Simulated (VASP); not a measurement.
# Ni (Fm-3m) in VASP: notebook, part 2 of 2

VASP 6.6.1. The steps go on from the part before.

## Step 3: Single point, PBEsol, collinear spin, ferromagnetic start

This run uses another cell than the first one, of 10.90 Å³/atom, 1.050 times its volume.

File INCAR:

```
ALGO = Normal
EDIFF = 1E-6
ENCUT = 520
GGA = PS
ISIF = 2
ISMEAR = 0
ISPIN = 2
LASPH = T
LCHARG = F
LMAXMIX = 4
LORBIT = 11
LREAL = F
LWAVE = F
MAGMOM = 0.8
NBANDS = 15
NELM = 150
PREC = Accurate
SIGMA = 0.05
```

File KPOINTS:

```
k-points
0
Gamma
  20 20 20
```

File POSCAR:

```
Ni
1.0
    0.0000000000      1.7600000000      1.7600000000
    1.7600000000      0.0000000000      1.7600000000
    1.7600000000      1.7600000000      0.0000000000
Ni
1
Direct
    0.0000000000      0.0000000000      0.0000000000
```

Potentials or basis: VASP PAW PBE potentials, release 64 (Ni).

On the command line:

```sh
cat potpaw_PBE.64/Ni/POTCAR > POTCAR
mpirun -np 1 vasp_std > vasp.out
```

OUTCAR:

```text
EDIFF = 1E-6
   ENCUT = 520
   GGA = PS
   ISIF = 2
   ISMEAR = 0
   ISPIN = 2
   LASPH = T
   LORBIT = 11
   LREAL = F
   NELM = 150
   PREC = Accurate

 ion  position               nearest neighbor table
   1  0.000  0.000  0.000-

  LATTYP: Found a face centered cubic cell.
 ALAT       =     3.5200000000

  Lattice vectors:

 A1 = (   0.0000000000,   1.7600000000,   1.7600000000)
 A2 = (   1.7600000000,   0.0000000000,   1.7600000000)
 A3 = (   1.7600000000,   1.7600000000,   0.0000000000)

Analysis of symmetry for initial positions (statically):
=====================================================================
 Subroutine PRICEL returns:
 Original cell was already a primitive cell.

 Routine SETGRP: Setting up the symmetry group for a
 face centered cubic supercell.

 Subroutine GETGRP returns: Found 48 space group operations
 (whereof 48 operations were pure point group operations)
 out of a pool of 48 trial point group operations.

The static configuration has the point symmetry O_h .

Analysis of symmetry for dynamics (positions and initial velocities):
=====================================================================
 Subroutine PRICEL returns:
 Original cell was already a primitive cell.

 Routine SETGRP: Setting up the symmetry group for a
 face centered cubic supercell.

 Subroutine GETGRP returns: Found 48 space group operations
 (whereof 48 operations were pure point group operations)
 out of a pool of 48 trial point group operations.

The dynamic configuration has the point symmetry O_h .

Analysis of structural, dynamic, and magnetic symmetry:
=====================================================================
 Subroutine PRICEL returns:
 Original cell was already a primitive cell.

 Routine SETGRP: Setting up the symmetry group for a
 face centered cubic supercell.

 Subroutine GETGRP returns: Found 48 space group operations
 (whereof 48 operations were pure point group operations)
 out of a pool of 48 trial point group operations.

The overall configuration has the point symmetry O_h .

 Subroutine INISYM returns: Found 48 space group operations
 (whereof 48 operations are pure point group operations),
 and found     1 'primitive' translations

----------------------------------------------------------------------------------------

                                     Primitive cell

  volume of cell :      10.9036

  direct lattice vectors                    reciprocal lattice vectors
     0.000000000  1.760000000  1.760000000    -0.284090909  0.284090909  0.284090909
     1.760000000  0.000000000  1.760000000     0.284090909 -0.284090909  0.284090909
     1.760000000  1.760000000  0.000000000     0.284090909  0.284090909 -0.284090909

  length of vectors
     2.489015870  2.489015870  2.489015870     0.492059889  0.492059889  0.492059889

  position of ions in fractional coordinates (direct lattice)
     0.000000000  0.000000000  0.000000000

  ion indices of the primitive-cell ions
   primitive index   ion index
                 1           1

----------------------------------------------------------------------------------------

 KPOINTS: k-points

Automatic generation of k-mesh.
 Grid dimensions read from file:
 generate k-points for:   20   20   20

 Generating k-lattice:

  Cartesian coordinates                     Fractional coordinates (reciprocal lattice)
    -0.014204545  0.014204545  0.014204545     0.050000000  0.000000000  0.000000000
[... 72 lines left out ...]
   EMIN   =  10.00;   EMAX   =-10.00  energy-range for DOS
   EFERMI =   0.00;   METHOD = LEGACY
   ISMEAR =     0;   SIGMA  =   0.05  broadening in eV -4-tet -1-fermi 0-gaus
   EFERMI_NEDOS =   21; number of points for ismear=-14 and -15
   IALGO  =     38    algorithm
   IMIX   =      4    mixing-type and parameters
     AMIX     =   0.40;   BMIX     =  1.00
     AMIX_MAG =   1.60;   BMIX_MAG =  1.00
  volume/ion in A,a.u.               =      10.90        73.58
  Fermi-wavevector in a.u.,A,eV,Ry     =   1.590568  3.005737 34.421456  2.529906
  Thomas-Fermi vector in A             =   2.689243
   LORBIT       =     11    0 simple, 1 ext, 2 COOP (PROOUT), +10 PAW based schemes
   GGA     = PS    functional components
   LHFCALC =     F    Hartree Fock is set to
   AEXX    =    0.0000 exact exchange contribution
   IVDW    =     0    specifies the selected vdW correction
   LEPSILON=     F    determine dielectric tensor
   LRPA    =     F    only Hartree local field effects (RPA)
 spin polarized calculation
 Gauss-broadening in eV      SIGMA  =   0.05
  energy-cutoff  :      520.00
  volume of cell :       10.90
 maximum number of plane-waves:       305
   NGX =  9   NGY =  9   NGZ =  9

 number of electron      10.0000009 magnetization       0.6327903

 Free energy of the ion-electron system (eV)
  ---------------------------------------------------
  ext. energy  EPLUGINS =         0.00000000
  ---------------------------------------------------
  free energy    TOTEN  =        -6.11958925 eV

  energy without entropy =       -6.11732743  energy(sigma->0) =       -6.11845834

 E-fermi :   9.1638     XC(G=0): -13.4224

 val. band max:        9.1628973678   @ k =  -0.4000   0.2500   0.0000
 cond. band min:       9.1642541531   @ k =   0.3500   0.2500   0.0500
 fundamental gap:      0.0013567853
 Fermi energy:         9.1638093602

 spin component 1

 k-point     1 :       0.0000    0.0000    0.0000
  band No.  band energies     occupation
      1       0.1146      1.00000
      2       6.7277      1.00000
      3       6.7277      1.00000
      4       6.7277      1.00000
      5       7.8980      1.00000
      6       7.8980      1.00000
      7      32.8376      0.00000
      8      36.6589      0.00000
      9      36.6589      0.00000
     10      36.6589      0.00000
     11      39.5655      0.00000
     12      39.5655      0.00000
     13      39.5655      0.00000
     14      42.6051      0.00000
[... 403 lines left out ...]
      4       6.9674      1.00000
      5       8.2340      1.00000
      6       8.5802      1.00000
      7      18.2469      0.00000
      8      30.7806      0.00000
      9      33.1326      0.00000
     10      34.9673      0.00000
     11      36.9573      0.00000
     12      38.7967      0.00000
     13      43.0219      0.00000
     14      49.6740      0.00000
     15      51.2675      0.00000

 [... further k-points ...]

 spin component 2

 k-point     1 :       0.0000    0.0000    0.0000
  band No.  band energies     occupation
      1       0.1003      1.00000
      2       7.4611      1.00000
      3       7.4611      1.00000
      4       7.4611      1.00000
      5       8.5136      1.00000
      6       8.5136      1.00000
      7      32.7203      0.00000
      8      36.6585      0.00000
      9      36.6585      0.00000
     10      36.6585      0.00000
     11      39.6834      0.00000
     12      39.6834      0.00000
     13      39.6834      0.00000
     14      42.5107      0.00000
[... 403 lines left out ...]
      4       7.5050      1.00000
      5       8.9629      1.00000
      6       9.2767      0.00071
      7      18.4990      0.00000
      8      30.7766      0.00000
      9      33.1472      0.00000
     10      35.0765      0.00000
     11      37.0134      0.00000
     12      38.8408      0.00000
     13      43.1075      0.00000
     14      49.7578      0.00000
     15      51.4980      0.00000

 [... further k-points ...]

------------------------ aborting loop because EDIFF is reached ----------------------------------------

  FORCE on cell =-STRESS in cart. coord.  units (eV):
  Direction    XX          YY          ZZ          XY          YZ          ZX
  --------------------------------------------------------------------------------------
  -------------------------------------------------------------------------------------
  Total       -0.6839042     -0.6839042     -0.6839042     -0.0000000      0.0000000      0.0000000
  in kB     -100.4934727   -100.4934727   -100.4934727     -0.0000000      0.0000000      0.0000000
  external PRESSURE =    -100.4934727 kB  Pullay stress =       0.0000000 kB

 VOLUME and BASIS-vectors are now :
 -----------------------------------------------------------------------------
  energy-cutoff  :      520.00
  volume of cell :       10.90
      direct lattice vectors                 reciprocal lattice vectors
     0.000000000  1.760000000  1.760000000    -0.284090909  0.284090909  0.284090909
     1.760000000  0.000000000  1.760000000     0.284090909 -0.284090909  0.284090909
     1.760000000  1.760000000  0.000000000     0.284090909  0.284090909 -0.284090909

 POSITION                                       TOTAL-FORCE (eV/Angst)
 -----------------------------------------------------------------------------------
      0.00000      0.00000      0.00000        -0.000000     -0.000000     -0.000000
 -----------------------------------------------------------------------------------
    total drift:                                0.000000     -0.000000      0.000000

  FREE ENERGIE OF THE ION-ELECTRON SYSTEM (eV)
  ---------------------------------------------------
  free  energy   TOTEN  =        -6.1195892455 eV

  energy  without entropy=       -6.1173274326  energy(sigma->0) =       -6.11845834

 total charge

# of ion       s       p       d       tot
------------------------------------------
    1        0.500   0.501   8.308   9.309

 magnetization (x)

# of ion       s       p       d       tot
------------------------------------------
    1       -0.006  -0.024   0.674   0.643
```

OSZICAR:

```text
N       E                     dE             d eps       ncg     rms          rms(c)
DAV:   1     0.318192504379E+02    0.31819E+02   -0.41952E+03 16250   0.851E+02
DAV:   2    -0.591815598976E+01   -0.37737E+02   -0.35096E+02 17656   0.161E+02
DAV:   3    -0.733069117109E+01   -0.14125E+01   -0.13961E+01 18615   0.306E+01
DAV:   4    -0.733954029383E+01   -0.88491E-02   -0.88474E-02 18837   0.229E+00
DAV:   5    -0.733965190695E+01   -0.11161E-03   -0.11161E-03 18978   0.233E-01    0.106E+01
DAV:   6    -0.652761182840E+01    0.81204E+00   -0.16094E+01 22234   0.440E+01    0.623E+00
DAV:   7    -0.613850146979E+01    0.38911E+00   -0.28115E+00 20390   0.164E+01    0.184E+00
DAV:   8    -0.612322686430E+01    0.15275E-01   -0.27402E-02 19148   0.109E+00    0.914E-01
DAV:   9    -0.612025789275E+01    0.29690E-02   -0.21732E-03 25405   0.274E-01    0.267E-01
DAV:  10    -0.611963230726E+01    0.62559E-03   -0.48927E-04 26139   0.110E-01    0.510E-02
DAV:  11    -0.611958753598E+01    0.44771E-04   -0.57036E-05 23712   0.544E-02    0.308E-02
DAV:  12    -0.611958914207E+01   -0.16061E-05   -0.26945E-06 15001   0.103E-02    0.101E-02
DAV:  13    -0.611958924551E+01   -0.10344E-06   -0.50741E-07 12254   0.809E-03
   1 F= -.61195892E+01 E0= -.61184583E+01  d E =-.226181E-02  mag=     0.6332
```

It took 73 s on 1 thread of Intel Xeon Platinum 8259CL at 2.50GHz (Skylake/Cascade Lake), shared host; peak memory 0.18 GiB.

Results:

| Item | Value |
| --- | --- |
| Free energy | -6.1196 eV |
| Pressure | -10.0 GPa |
| Net moment | 0.63 μB per cell |
| Site moments | Ni +0.64 μB |
| Valence electrons inside the program's atomic spheres | Ni 9.31 |

Caveat: the PAW data sets were made with another functional, which shifts forces and pressure a little.
